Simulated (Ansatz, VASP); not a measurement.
# Two plane-wave programs on ZrB

```xyz
2
Lattice="1.9614 -1.9857 0.0000 1.9614 1.9857 0.0000 0.0000 0.0000 4.0139" Properties=species:S:1:pos:R:3 pbc="T T T"
Zr    0.0000    0.0000    2.0070
B     1.9614    0.0000    2.0070
```

Alike in both runs: task relaxation of cell and atoms; functional BLYP; k mesh 10 × 10 × 7; occupations fermi-dirac, width 0.05 eV; no spin polarisation.

```csv
,VASP,Ansatz
version,VASP 6.6.1,Ansatz 0.2.0
potentials or method,"VASP PAW PBE potentials, release 64 (Zr_sv, B)",Ansatz PAW
plane-wave cutoff (eV),600,420
valence electrons in the cell,15,15
```

Ansatz gave:

```
gap on the k mesh at the Fermi level, each at its own relaxed structure (eV) : none
relaxed volume (Å³/atom)                                                     : 18.19
relaxed cell length with the largest relative difference (Å)                 : 3.443
```

Task: Estimate VASP's values.

Result: gap on the k mesh at the Fermi level, each at its own relaxed structure (eV): none; relaxed volume (Å³/atom): 18.22; relaxed cell length with the largest relative difference (Å): 3.446.

VASP's potentials were made for PBE, not for BLYP. A gap of «none» marks a metal or a gap that the smearing closes.

Noted on VASP's run: the volume moved by over 15 % at a fixed basis, so the end points are rough. Noted on Ansatz's run: the volume moved by over 15 % at a fixed basis, so the end points are rough; the plane-wave basis is chosen anew once the cell has moved, so the energies of steps on either side of that aren't comparable.
